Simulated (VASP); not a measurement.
# InSb3 (Pm-3m) in VASP: single point with PBEsol

Aim: the single point of InSb3 with PBEsol.

Everything below comes from runs of VASP 6.6.1. Logs are shortened: lines on timing, memory, paths and dates and some standing lists are left out, and cuts for length are marked.

**1. The cell of the first run**

It takes space group Pm-3m (No. 221, cubic). The conventional cell has a = 4.728 Å, b = 4.728 Å, c = 4.728 Å, α = 90.00°, β = 90.00°, γ = 90.00°. In (site symmetry m-3m) has 12 Sb at 3.34 Å within 4.4 Å. Sb (site symmetry 4/mmm) has 4 In at 3.34 Å and 8 Sb at 3.34 Å within 4.4 Å. Sb (site symmetry 4/mmm) has 8 Sb at 3.34 Å and 4 In at 3.34 Å within 4.4 Å.

**2. Single point, PBEsol**

Contents of INCAR:

```
SYSTEM = InSb3
PREC     = Accurate       ! precision mode
ENCUT    = 520            ! plane-wave cutoff, eV
EDIFF    = 1E-6           ! SCF threshold, eV
ISMEAR   = 0              ! smearing method
SIGMA    = 0.15           ! smearing width, eV
LREAL    = .False.        ! projectors in reciprocal space
LASPH    = .True.         ! aspherical terms in the spheres
NELM     = 80             ! most SCF steps
ALGO     = Normal         ! electronic algorithm
ISIF     = 2              ! what is computed and relaxed
LWAVE    = .False.        ! write WAVECAR
LCHARG   = .False.        ! write CHGCAR
GGA      = PS             ! functional
NBANDS   = 54             ! bands
```

Contents of KPOINTS:

```
Automatic mesh
0
Gamma
  10 10 4
  0 0 0
```

Contents of POSCAR:

```
InSb3
1.0
    0.0000000000     -4.7282366857      0.0000000000
    0.0000000000      0.0000000000     -4.7282366857
   14.1847100570      0.0000000000      0.0000000000
In Sb
3 9
Direct
    1.0000000000      1.0000000000      0.0000000000
    1.0000000000      1.0000000000      0.3333333333
    1.0000000000      1.0000000000      0.6666666667
    0.0000000000      0.5000000000      0.1666666667
    0.0000000000      0.5000000000      0.5000000000
    0.0000000000      0.5000000000      0.8333333333
    0.5000000000      0.5000000000      0.3333333333
    0.5000000000      0.5000000000      0.6666666667
    0.5000000000      0.5000000000      0.0000000000
    0.5000000000      0.0000000000      0.1666666667
    0.5000000000      0.0000000000      0.5000000000
    0.5000000000      0.0000000000      0.8333333333
```

Potentials or basis: VASP PAW PBE potentials, release 64 (In_d, Sb).

On the command line:

```console
$ cat potpaw_PBE.64/In_d/POTCAR potpaw_PBE.64/Sb/POTCAR > POTCAR
$ mpirun -np 1 vasp_std > vasp.out
```

OUTCAR:

```text
SYSTEM = InSb3
   PREC = Accurate
   ENCUT = 520
   EDIFF = 1E-6
   ISMEAR = 0
   LREAL = .False.
   LASPH = .True.
   NELM = 80
   ISIF = 2
   GGA = PS

 ion  position               nearest neighbor table
   1  0.000  0.000  0.000-   9 3.34   9 3.34   9 3.34   9 3.34  12 3.34   4 3.34   6 3.34   6 3.34
                             4 3.34  10 3.34  12 3.34  10 3.34
   2  0.000  0.000  0.333-   4 3.34  10 3.34   4 3.34  10 3.34   7 3.34   7 3.34   7 3.34   7 3.34
                             5 3.34   5 3.34  11 3.34  11 3.34
   3  0.000  0.000  0.667-   6 3.34  12 3.34   6 3.34  12 3.34   8 3.34   8 3.34   8 3.34   8 3.34
                             5 3.34  11 3.34  11 3.34   5 3.34
   4  0.000  0.500  0.167-   2 3.34   7 3.34   2 3.34   7 3.34  10 3.34  10 3.34  10 3.34  10 3.34
                             1 3.34   9 3.34   9 3.34   1 3.34
   5  0.000  0.500  0.500-  11 3.34  11 3.34  11 3.34  11 3.34   2 3.34   2 3.34   3 3.34   3 3.34
                             7 3.34   8 3.34   7 3.34   8 3.34
   6  0.000  0.500  0.833-   3 3.34   8 3.34   3 3.34   8 3.34  12 3.34  12 3.34  12 3.34  12 3.34
                             1 3.34   9 3.34   9 3.34   1 3.34
   7  0.500  0.500  0.333-   4 3.34  10 3.34  10 3.34   4 3.34   2 3.34   2 3.34   2 3.34   2 3.34
                             5 3.34  11 3.34   5 3.34  11 3.34
   8  0.500  0.500  0.667-   6 3.34  12 3.34  12 3.34   6 3.34   3 3.34   3 3.34   3 3.34   3 3.34
                            11 3.34   5 3.34  11 3.34   5 3.34
   9  0.500  0.500  0.000-   1 3.34   1 3.34   1 3.34   1 3.34  12 3.34   4 3.34  10 3.34  12 3.34
                             6 3.34   4 3.34   6 3.34  10 3.34
  10  0.500  0.000  0.167-   2 3.34   7 3.34   7 3.34   2 3.34   4 3.34   4 3.34   4 3.34   4 3.34
                             1 3.34   1 3.34   9 3.34   9 3.34
  11  0.500  0.000  0.500-   5 3.34   5 3.34   5 3.34   5 3.34   8 3.34   3 3.34   7 3.34   8 3.34
                             2 3.34   3 3.34   2 3.34   7 3.34
  12  0.500  0.000  0.833-   3 3.34   8 3.34   8 3.34   3 3.34   6 3.34   6 3.34   6 3.34   6 3.34
                             1 3.34   1 3.34   9 3.34   9 3.34

  LATTYP: Found a simple tetragonal cell.
 ALAT       =     4.7282366857
 C/A-ratio  =     3.0000000000

  Lattice vectors:

 A1 = (   0.0000000000,  -4.7282366857,   0.0000000000)
 A2 = (   0.0000000000,   0.0000000000,  -4.7282366857)
 A3 = (  14.1847100570,   0.0000000000,   0.0000000000)

Analysis of symmetry for initial positions (statically):
=====================================================================
 Subroutine PRICEL returns following result:

  LATTYP: Found a simple cubic cell.
 ALAT       =     4.7282366857

  Lattice vectors:
[... 157 lines left out ...]
   ISMEAR =     0;   SIGMA  =   0.15  broadening in eV -4-tet -1-fermi 0-gaus
   EFERMI_NEDOS =   21; number of points for ismear=-14 and -15
   IALGO  =     38    algorithm
   IMIX   =      4    mixing-type and parameters
     AMIX     =   0.40;   BMIX     =  1.00
     AMIX_MAG =   1.60;   BMIX_MAG =  1.00
  volume/ion in A,a.u.               =      26.43       178.33
  Fermi-wavevector in a.u.,A,eV,Ry     =   1.051385  1.986829 15.040012  1.105410
  Thomas-Fermi vector in A             =   2.186426
   LORBIT       =      0    0 simple, 1 ext, 2 COOP (PROOUT), +10 PAW based schemes
   GGA     = PS    functional components
   LHFCALC =     F    Hartree Fock is set to
   AEXX    =    0.0000 exact exchange contribution
   IVDW    =     0    specifies the selected vdW correction
   LEPSILON=     F    determine dielectric tensor
   LRPA    =     F    only Hartree local field effects (RPA)
 non-spin polarized calculation
 Gauss-broadening in eV      SIGMA  =   0.15
  energy-cutoff  :      520.00
  volume of cell :      317.12
 maximum number of plane-waves:      8608
 NGX is ok and might be reduce to    36
   NGX = 17   NGY = 17   NGZ = 53

 number of electron      84.0000046 magnetization

 Free energy of the ion-electron system (eV)
  ---------------------------------------------------
  ext. energy  EPLUGINS =         0.00000000
  ---------------------------------------------------
  free energy    TOTEN  =       -48.22670558 eV

  energy without entropy =      -48.17809139  energy(sigma->0) =      -48.20239849

 E-fermi :   8.2552     XC(G=0): -10.3963

 val. band max:        8.2435193965   @ k =   0.1000   0.0000   0.2500
 cond. band min:       8.2702262400   @ k =   0.5000   0.0000   0.0000
 fundamental gap:      0.0267068435
 Fermi energy:         8.2551771167

 k-point     1 :       0.0000    0.0000    0.0000
  band No.  band energies     occupation
      1      -6.1729      2.00000
      2      -6.1727      2.00000
      3      -6.1672      2.00000
      4      -6.1672      2.00000
      5      -6.1632      2.00000
      6      -6.1632      2.00000
[... 1357 lines left out ...]
     53       9.8844      0.00000
     54      10.1473      0.00000

 [... further k-points ...]

------------------------ aborting loop because EDIFF is reached ----------------------------------------

  FORCE on cell =-STRESS in cart. coord.  units (eV):
  Direction    XX          YY          ZZ          XY          YZ          ZX
  --------------------------------------------------------------------------------------
  -------------------------------------------------------------------------------------
  Total       -0.4171866      0.1868576      0.1868576      0.0000000      0.0000000     -0.0000000
  in kB       -2.1077643      0.9440663      0.9440663      0.0000000      0.0000000     -0.0000000
  external PRESSURE =      -0.0732106 kB  Pullay stress =       0.0000000 kB

 VOLUME and BASIS-vectors are now :
 -----------------------------------------------------------------------------
  energy-cutoff  :      520.00
  volume of cell :      317.12
      direct lattice vectors                 reciprocal lattice vectors
     0.000000000 -4.728236686  0.000000000     0.000000000 -0.211495335  0.000000000
     0.000000000  0.000000000 -4.728236686     0.000000000  0.000000000 -0.211495335
    14.184710057  0.000000000  0.000000000     0.070498445  0.000000000  0.000000000

 POSITION                                       TOTAL-FORCE (eV/Angst)
 -----------------------------------------------------------------------------------
      0.00000      0.00000      0.00000         0.000000      0.000000      0.000000
      4.72824      0.00000      0.00000         0.000000      0.000000      0.000000
      9.45647      0.00000      0.00000        -0.000000     -0.000000     -0.000000
      2.36412      0.00000     -2.36412        -0.000000      0.000000      0.000000
      7.09236      0.00000     -2.36412         0.000000      0.000000      0.000000
     11.82059      0.00000     -2.36412         0.000000      0.000000      0.000000
      4.72824     -2.36412     -2.36412         0.000000     -0.000000     -0.000000
      9.45647     -2.36412     -2.36412         0.000000     -0.000000     -0.000000
      0.00000     -2.36412     -2.36412         0.000000     -0.000000     -0.000000
      2.36412     -2.36412      0.00000         0.000000     -0.000000     -0.000000
      7.09236     -2.36412      0.00000         0.000000      0.000000     -0.000000
     11.82059     -2.36412      0.00000         0.000000      0.000000     -0.000000
 -----------------------------------------------------------------------------------
    total drift:                                0.000000      0.000000      0.000000

  FREE ENERGIE OF THE ION-ELECTRON SYSTEM (eV)
  ---------------------------------------------------
  free  energy   TOTEN  =       -48.2267055804 eV

  energy  without entropy=      -48.1780913941  energy(sigma->0) =      -48.20239849
```

Wall time 8.9 min (1 thread of AMD EPYC 9R45 (Zen 5), shared host); peak memory 0.89 GiB.

What came out:

| Quantity | Value |
| --- | --- |
| Free energy | -48.2267 eV |
| Pressure | 0.0 GPa |
| Band gap on the k mesh | zero (bands 42 and 43 overlap by 1.67 eV) |

Caveat: the PAW data sets were made with another functional, which shifts forces and pressure a little; spin-orbit coupling is left out, which moves the levels of the heavy elements.

The gap in the log of VASP goes by the Fermi energy; the results here count the filled bands.